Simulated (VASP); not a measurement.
La: single point with PBE

The system is La.

```xyz
4
Lattice="3.7688 0.0000 0.0000 -1.8844 3.2639 0.0000 0.0000 0.0000 12.0767" Properties=species:S:1:pos:R:3 pbc="T T T"
La    0.0000    0.0000    0.0000
La    0.0000    0.0000    6.0383
La    0.0000    2.1759    9.0575
La    1.8844    1.0880    3.0192
```

* Program: VASP 6.6.1
* Task: single point
* Functional: PBE
* Potentials or basis: VASP PAW PBE potentials, release 64 (La)
* Cutoff: 520 eV
* k mesh: 15 × 15 × 4
* Occupations: gaussian, width 0.1 eV
* Spin: no spin polarisation
* Dipole correction: no
* Further INCAR settings: ALGO = Fast; EDIFF = 1e-06; NBANDS = 30

| Quantity | Value |
| --- | --- |
| Pressure | 0.1 GPa |
| Band gap on the k mesh | zero (bands 22 and 23 overlap by 1.10 eV) |

Levels at points of the mesh, in eV from the Fermi level:
| k point | band 19 | band 20 | band 21 | band 22 | band 23 | band 24 | band 25 | band 26 |
| --- | --- | --- | --- | --- | --- | --- | --- | --- |
| (0.00, 0.00, 0.00) | -1.87 | -1.76 | 0.50 | 0.63 | 1.24 | 1.26 | 1.29 | 1.30 |
| (0.00, 0.00, 0.50) | -1.68 | -1.68 | 0.80 | 0.80 | 1.23 | 1.23 | 1.29 | 1.30 |

Wall time 23 min on 1 thread of Intel(R) Xeon(R) 6975P-C (Granite Rapids), with other jobs on the host, peak memory 0.47 GiB.

Caveat: spin-orbit coupling is left out, which moves the levels of the heavy elements.
